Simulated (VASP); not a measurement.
Here is a VASP 6.6.1 calculation.

The input INCAR:

```
  ALGO = Normal
  EDIFF = 1E-6
  ENCUT = 520
  GGA = PE
  ISIF = 2
  ISMEAR = 0
  ISPIN = 2
  LASPH = True
  LCHARG = False
  LMAXMIX = 4
  LORBIT = 11
  LREAL = False
  LWAVE = False
  MAGMOM = 0 0 0 0.65 0.65 0.29
  NBANDS = 32
  NELM = 150
  PREC = Accurate
  SIGMA = 0.1
```

The input KPOINTS:

```
k-points
0
Gamma
  12 12 8
```

Contents of POSCAR:

```
Al3Co2Ni
1.0
    4.0631737264      0.0000000000      0.0000000000
   -2.0315868632      3.5188116671      0.0000000000
    0.0000000000      0.0000000000      4.9716310381
Al Co Ni
3 2 1
Direct
    0.0000000000      0.0000000000      0.0000000000
    0.6666666667      0.3333333333      0.3295796442
    0.3333333333      0.6666666667      0.6704203558
    0.6666666667      0.3333333333      0.8325014953
    0.3333333333      0.6666666667      0.1674985047
    0.0000000000      0.0000000000      0.5000000000
```

Potentials or basis: VASP PAW PBE potentials, release 64 (Al, Co, Ni).

The run is started by

```sh
$ cat potpaw_PBE.64/Al/POTCAR potpaw_PBE.64/Co/POTCAR potpaw_PBE.64/Ni/POTCAR > POTCAR
$ mpirun -np 1 vasp_std > vasp.out
```

(1) What does it give for the site moments?

(2) Estimate the pressure.

(3) Estimate the net moment.

## Answers

(1) Al -0.00; Co +0.55; Ni +0.22 μB.

(2) -0.1 GPa.

(3) 1.23 μB per cell.
